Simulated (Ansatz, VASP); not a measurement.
Ni in VASP and in Ansatz

```
Ni
1.0
     0.00000    1.76795    1.76795
     1.76795    0.00000    1.76795
     1.76795    1.76795    0.00000
Ni
1
Cartesian
  0.0000 0.0000 0.0000
```

Alike in both runs: task electric field gradients; functional PBE; k mesh 18 × 18 × 18; occupations fermi-dirac, width 0.05 eV; non-collinear spin, spin-orbit coupling.

```csv
,VASP,Ansatz
version,VASP 6.6.1,Ansatz 0.2.0
potentials or method,"VASP PAW PBE potentials, release 64 (Ni)","PAW with Ansatz's default frozen-core files, fully relativistic files with spin-orbit coupling"
plane-wave cutoff (eV),520,420
valence electrons in the cell,10,18
```

VASP gave:

* pressure (GPa): -2.8
* net moment per atom (μB): 0.61

**Question.** Estimate Ansatz's values.

**Answer.** Pressure (GPa): -2.9; net moment per atom (μB): 0.62.

VASP's potentials hold 10 valence electrons a cell and Ansatz's 18, so a difference there can come from the potentials and not from the codes. Ansatz's warnings: stress scf threshold loose.
